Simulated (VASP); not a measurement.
# I (P6_3/mmc) in VASP: further runs

Runs on I. Level: r2SCAN. Tasks: single point.

All numbers are computed with VASP 6.6.1; they aren't measurements. Logs are shortened: lines on timing, memory, paths and dates and some standing lists are left out, and cuts for length are marked.

### 1 The cell of the first run

Symmetry: P6_3/mmc, No. 194, hexagonal system. The conventional cell has a = 4.221 Å, b = 4.221 Å, c = 4.930 Å, α = 90.00°, β = 90.00°, γ = 120.00°. I (site symmetry -6m2) has 12 I at 3.47 to 4.22 Å within 4.6 Å.

### 2 Single point, r2SCAN

Input file POSCAR:

```
I
1.0
    4.2214616274      0.0000000000      0.0000000000
   -2.1107308137      3.6558930105      0.0000000000
    0.0000000000      0.0000000000      4.9301228127
I
2
Direct
    0.3333333333      0.6666666667      0.2500000000
    0.6666666667      0.3333333333      0.7500000000
```

Input file INCAR.step1:

```
ALGO = Normal ; EDIFF = 1E-4
ENCUT = 520 ; GGA = PE
ISMEAR = 0 ; LASPH = True
LCHARG = False ; LREAL = False
LWAVE = True ; NBANDS = 14
NELM = 100 ; PREC = Accurate
SIGMA = 0.1
```

Input file INCAR.step2:

```
ALGO = Normal ; EDIFF = 1E-6
ENCUT = 520 ; ISIF = 2
ISMEAR = 0 ; ISTART = 1
LASPH = True ; LCHARG = False
LMIXTAU = True ; LREAL = False
LWAVE = False ; METAGGA = R2SCAN
NBANDS = 14 ; NELM = 100
PREC = Accurate ; SIGMA = 0.1
```

Input file KPOINTS:

```
k-points
0
Gamma
  15 15 8
```

Potentials or basis: VASP PAW PBE potentials, release 64 (I).

Command:

```console
$ cat potpaw_PBE.64/I/POTCAR > POTCAR
$ cp INCAR.step1 INCAR
$ mpirun -np 1 vasp_std > vasp.out
$ cp INCAR.step2 INCAR
$ mpirun -np 1 vasp_std > vasp.out
```

OUTCAR:

```text
EDIFF = 1E-6
   ENCUT = 520
   ISIF = 2
   ISMEAR = 0
   ISTART = 1
   LASPH = True
   LREAL = False
   METAGGA = R2SCAN
   NELM = 100
   PREC = Accurate

 ion  position               nearest neighbor table
   1  0.333  0.667  0.250-   2 3.47   2 3.47   2 3.47   2 3.47   2 3.47   2 3.47
   2  0.667  0.333  0.750-   1 3.47   1 3.47   1 3.47   1 3.47   1 3.47   1 3.47

  LATTYP: Found a hexagonal cell.
 ALAT       =     4.2214616274
 C/A-ratio  =     1.1678710475

  Lattice vectors:

 A1 = (   4.2214616274,   0.0000000000,   0.0000000000)
 A2 = (  -2.1107308137,   3.6558930105,   0.0000000000)
 A3 = (   0.0000000000,   0.0000000000,   4.9301228127)

Analysis of symmetry for initial positions (statically):
=====================================================================
 Subroutine PRICEL returns:
 Original cell was already a primitive cell.

 Routine SETGRP: Setting up the symmetry group for a
 hexagonal supercell.

 Subroutine GETGRP returns: Found 24 space group operations
 (whereof 12 operations were pure point group operations)
 out of a pool of 24 trial point group operations.

The static configuration has the point symmetry D_3d.
 The point group associated with its full space group is D_6h.

Analysis of symmetry for dynamics (positions and initial velocities):
=====================================================================
 Subroutine PRICEL returns:
 Original cell was already a primitive cell.

 Routine SETGRP: Setting up the symmetry group for a
 hexagonal supercell.

 Subroutine GETGRP returns: Found 24 space group operations
 (whereof 12 operations were pure point group operations)
 out of a pool of 24 trial point group operations.

The dynamic configuration has the point symmetry D_3d.
 The point group associated with its full space group is D_6h.

 Subroutine INISYM returns: Found 24 space group operations
 (whereof 12 operations are pure point group operations),
 and found     1 'primitive' translations

----------------------------------------------------------------------------------------

                                     Primitive cell

  volume of cell :      76.0876

  direct lattice vectors                    reciprocal lattice vectors
     4.221461627  0.000000000  0.000000000     0.236884778  0.136765490  0.000000000
[... 86 lines left out ...]
   EDIFF  = 0.1E-05   stopping-criterion for ELM
   LREAL  =      F    real-space projection
[... 7 lines left out ...]
   TEBEG  =    0.0;   TEEND  =   0.0 temperature during run
   PSTRESS=    0.0 pullay stress
   NELECT =      14.0000    total number of electrons
   NUPDOWN=      -1.0000    fix difference up-down
   EMIN   =  10.00;   EMAX   =-10.00  energy-range for DOS
   EFERMI =   0.00;   METHOD = LEGACY
   ISMEAR =     0;   SIGMA  =   0.10  broadening in eV -4-tet -1-fermi 0-gaus
   EFERMI_NEDOS =   21; number of points for ismear=-14 and -15
   IALGO  =     38    algorithm
   IMIX   =      4    mixing-type and parameters
     AMIX     =   0.40;   BMIX     =  1.00
     AMIX_MAG =   1.60;   BMIX_MAG =  1.00
  volume/ion in A,a.u.               =      38.04       256.73
  Fermi-wavevector in a.u.,A,eV,Ry     =   0.931135  1.759591 11.796429  0.867013
  Thomas-Fermi vector in A             =   2.057597
   LORBIT       =      0    0 simple, 1 ext, 2 COOP (PROOUT), +10 PAW based schemes
   METAGGA = R2SCAN    functional components
   LHFCALC =     F    Hartree Fock is set to
   AEXX    =    0.0000 exact exchange contribution
   IVDW    =     0    specifies the selected vdW correction
   LEPSILON=     F    determine dielectric tensor
   LRPA    =     F    only Hartree local field effects (RPA)
 non-spin polarized calculation
 Gauss-broadening in eV      SIGMA  =   0.10
  energy-cutoff  :      520.00
  volume of cell :       76.09
 maximum number of plane-waves:      2070
 NGX is ok and might be reduce to    32
   NGX = 15   NGY = 15   NGZ = 19

 number of electron      13.9999998 magnetization

 Free energy of the ion-electron system (eV)
  ---------------------------------------------------
  ext. energy  EPLUGINS =         0.00000000
  ---------------------------------------------------
  free energy    TOTEN  =       -48.29575065 eV

  energy without entropy =      -48.28152083  energy(sigma->0) =      -48.28863574

 E-fermi :   3.6524     XC(G=0):  -9.0529

 val. band max:        3.6464158286   @ k =   0.2667   0.1333   0.1250
 cond. band min:       3.6555213486   @ k =   0.2000   0.2000   0.1250
 fundamental gap:      0.0091055200
 Fermi energy:         3.6524238051

 k-point     1 :       0.0000    0.0000    0.0000
  band No.  band energies     occupation
      1     -10.3556      2.00000
      2      -7.8226      2.00000
      3      -0.6381      2.00000
      4       1.7761      2.00000
      5       1.7761      2.00000
      6       3.5587      1.81488
      7       3.5587      1.81488
      8       4.8606      0.00000
      9       8.7027      0.00000
     10      10.2283      0.00000
     11      12.3715      0.00000
     12      12.3715      0.00000
     13      13.4730      0.00000
     14      13.4730      0.00000
[... 377 lines left out ...]
      1      -9.1802      2.00000
      2      -8.6566      2.00000
      3      -0.2658      2.00000
      4       1.1170      2.00000
      5       1.1250      2.00000
      6       1.8120      2.00000
      7       2.1106      2.00000
      8       3.4778      1.98646
      9       9.8232      0.00000
     10      10.1618      0.00000
     11      12.6111      0.00000
     12      12.8226      0.00000
     13      14.5102      0.00000
     14      15.2016      0.00000

 [... further k-points ...]

------------------------ aborting loop because EDIFF is reached ----------------------------------------

  FORCE on cell =-STRESS in cart. coord.  units (eV):
  Direction    XX          YY          ZZ          XY          YZ          ZX
  --------------------------------------------------------------------------------------
  -------------------------------------------------------------------------------------
  Total       -0.0139105     -0.0139105     -0.0306118      0.0000000      0.0000000      0.0000000
  in kB       -0.2929139     -0.2929139     -0.6445929      0.0000000      0.0000000      0.0000000
  external PRESSURE =      -0.4101402 kB  Pullay stress =       0.0000000 kB

 VOLUME and BASIS-vectors are now :
 -----------------------------------------------------------------------------
  energy-cutoff  :      520.00
  volume of cell :       76.09
      direct lattice vectors                 reciprocal lattice vectors
     4.221461627  0.000000000  0.000000000     0.236884778  0.136765490  0.000000000
    -2.110730814  3.655893010  0.000000000     0.000000000  0.273530981  0.000000000
     0.000000000  0.000000000  4.930122813     0.000000000  0.000000000  0.202834704

 POSITION                                       TOTAL-FORCE (eV/Angst)
 -----------------------------------------------------------------------------------
     -0.00000      2.43726      1.23253        -0.000000      0.000000      0.000000
      2.11073      1.21863      3.69759         0.000000     -0.000000      0.000000
 -----------------------------------------------------------------------------------
    total drift:                               -0.000000      0.000000      0.000000

  FREE ENERGIE OF THE ION-ELECTRON SYSTEM (eV)
  ---------------------------------------------------
  free  energy   TOTEN  =       -48.2957506514 eV

  energy  without entropy=      -48.2815208258  energy(sigma->0) =      -48.28863574
```

OUTCAR.step1:

```text
EDIFF = 1E-4
   ENCUT = 520
   GGA = PE
   ISMEAR = 0
   LASPH = True
[... 632 lines left out ...]
 -----------------------------------------------------------------------------------
     -0.00000      2.43726      1.23253        -0.000000      0.000000      0.000000
      2.11073      1.21863      3.69759         0.000000     -0.000000      0.000000
 -----------------------------------------------------------------------------------
    total drift:                               -0.000000      0.000000      0.000000

  FREE ENERGIE OF THE ION-ELECTRON SYSTEM (eV)
  ---------------------------------------------------
  free  energy   TOTEN  =        -2.3021943261 eV

  energy  without entropy=       -2.2873230671  energy(sigma->0) =       -2.29475870
```

Run time: 2.9 min. Hardware: 1 thread of Intel Xeon 6975P-C (Granite Rapids), shared host; peak memory 0.27 GiB.

What came out:

| Property | Result |
| --- | --- |
| Free energy | -48.2958 eV |
| Pressure | 0.0 GPa |
| Band gap on the k mesh | zero (bands 7 and 8 overlap by 1.94 eV) |

Levels at points of the mesh, in eV from the Fermi level:
| k point | band 3 | band 4 | band 5 | band 6 | band 7 | band 8 | band 9 | band 10 | band 11 | band 12 |
| --- | --- | --- | --- | --- | --- | --- | --- | --- | --- | --- |
| (0.00, 0.00, 0.00) | -4.29 | -1.88 | -1.88 | -0.09 | -0.09 | 1.21 | 5.05 | 6.58 | 8.72 | 8.72 |
| (0.00, 0.00, 0.50) | -1.79 | -1.79 | -1.02 | -1.02 | -1.02 | -1.02 | 7.50 | 7.50 | 7.95 | 7.95 |

Caveat: the PAW data sets were made with another functional, which shifts forces and pressure a little; spin-orbit coupling is left out, which moves the levels of the heavy elements.

### 3 Single point, r2SCAN

POSCAR is that of step 2.

Input file INCAR.step1:

```
SYSTEM = I
PREC = Accurate
ENCUT = 520
ISMEAR = 0
SIGMA = 0.1
LREAL = .FALSE.
LASPH = .TRUE.
NELM = 80
NBANDS = 14
GGA = PE
ALGO = Normal
EDIFF = 1E-4
LWAVE = .TRUE.
LCHARG = .FALSE.
```

Input file INCAR.step2:

```
SYSTEM = I
PREC = Accurate
ENCUT = 520
EDIFF = 1E-6
ISMEAR = 0
SIGMA = 0.1
LREAL = .FALSE.
LASPH = .TRUE.
NELM = 80
ALGO = Normal
ISIF = 2
LWAVE = .FALSE.
LCHARG = .FALSE.
METAGGA = R2SCAN
LMIXTAU = .TRUE.
NBANDS = 14
ISTART = 1
```

Input file KPOINTS:

```
Automatic mesh
0
G
  15 15 12
  0 0 0
```

Potentials or basis: VASP PAW PBE potentials, release 64 (I).

Command:

```console
$ cat potpaw_PBE.64/I/POTCAR > POTCAR
$ cp INCAR.step1 INCAR
$ mpirun -np 1 vasp_std > vasp.out
$ cp INCAR.step2 INCAR
$ mpirun -np 1 vasp_std > vasp.out
```

Run time: 3.8 min. Hardware: 1 thread of Intel Xeon 6975P-C (Granite Rapids), shared host; peak memory 0.31 GiB.

It converged, with:

```yaml
Free_energy: -48.2933 eV
Pressure: 0.0 GPa
Band_gap_on_the_k_mesh: zero (bands 7 and 8 overlap by 1.94 eV)
```

Levels at points of the mesh, in eV from the Fermi level:
| k point | band 5 | band 6 | band 7 | band 8 | band 9 | band 10 |
| --- | --- | --- | --- | --- | --- | --- |
| (0.00, 0.00, 0.00) | -1.87 | -0.08 | -0.08 | 1.22 | 5.06 | 6.59 |
| (0.00, 0.00, 0.50) | -1.01 | -1.01 | -1.01 | -1.01 | 7.51 | 7.51 |

Caveat: the PAW data sets were made with another functional, which shifts forces and pressure a little; spin-orbit coupling is left out, which moves the levels of the heavy elements.
